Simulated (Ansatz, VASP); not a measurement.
## Hf in VASP and in Ansatz

The input INCAR:

```
SYSTEM = Hf
PREC     = Accurate       ! precision mode
ENCUT    = 520            ! plane-wave cutoff, eV
EDIFF    = 1E-6           ! SCF threshold, eV
ISMEAR   = -1             ! smearing method
SIGMA    = 0.1            ! smearing width, eV
LREAL    = .False.        ! projectors in reciprocal space
LASPH    = .True.         ! aspherical terms in the spheres
NELM     = 60             ! most SCF steps
ALGO     = Normal         ! electronic algorithm
ISIF     = 2              ! what is computed and relaxed
LWAVE    = .False.        ! write WAVECAR
LCHARG   = .False.        ! write CHGCAR
GGA      = PE             ! functional
NBANDS   = 11             ! bands
```

KPOINTS

```
Automatic mesh
0
Gamma
  16 16 15
  0 0 0
```

Contents of POSCAR:

```
Hf
1.0
    2.9959090579      0.0000000000      0.0000000000
   -1.4979545290      2.5945333516      0.0000000000
    0.0000000000      0.0000000000      3.0057373345
Hf
1
Direct
    0.0000000000      0.0000000000      0.0000000000
```

Input for Ansatz:

```yaml
crystal:
  lattice:
    - [2.9959090579, 0.0, 0.0]
    - [-1.497954529, 2.5945333516, 0.0]
    - [0.0, 0.0, 3.0057373345]
  atoms:
    - { symbol: Hf, position: [0.0, 0.0, 0.0] }
kpoints:
  mp_grid: { grid: [16, 16, 15] }
scf:
  occupations: { method: fermi_dirac, width: 0.1 }
hamiltonian:
  xc: pbe
  pseudopotentials: { kind: nc }
output:
  forces: true
  stress: true
  eigenvalues: true
```

Change from the starting cell: volume scaled by 1, norm-conserving files.

Alike in both runs: task single point; functional PBE; k mesh 16 × 16 × 15; occupations fermi-dirac, width 0.1 eV; no spin polarisation.

```csv
,VASP,Ansatz
version,VASP 6.6.1,Ansatz 0.2.0
potentials or method,"VASP PAW PBE potentials, release 64 (Hf_pv)",scalar-relativistic
plane-wave cutoff (eV),520,1143
valence electrons in the cell,10,26
```

Ansatz gave:

| Property | Result |
| --- | --- |
| pressure (GPa) | 0.0 |
| traceless stress, the component that is largest in VASP (GPa) | -0.04 |

**Question.** Estimate VASP's values.

**Answer.** Pressure (GPa): -0.4; traceless stress, the component that is largest in VASP (GPa): 0.08.

VASP's potentials hold 10 valence electrons a cell and Ansatz's 26, so a difference there can come from the potentials and not from the codes.

Neither program's run includes spin-orbit coupling.
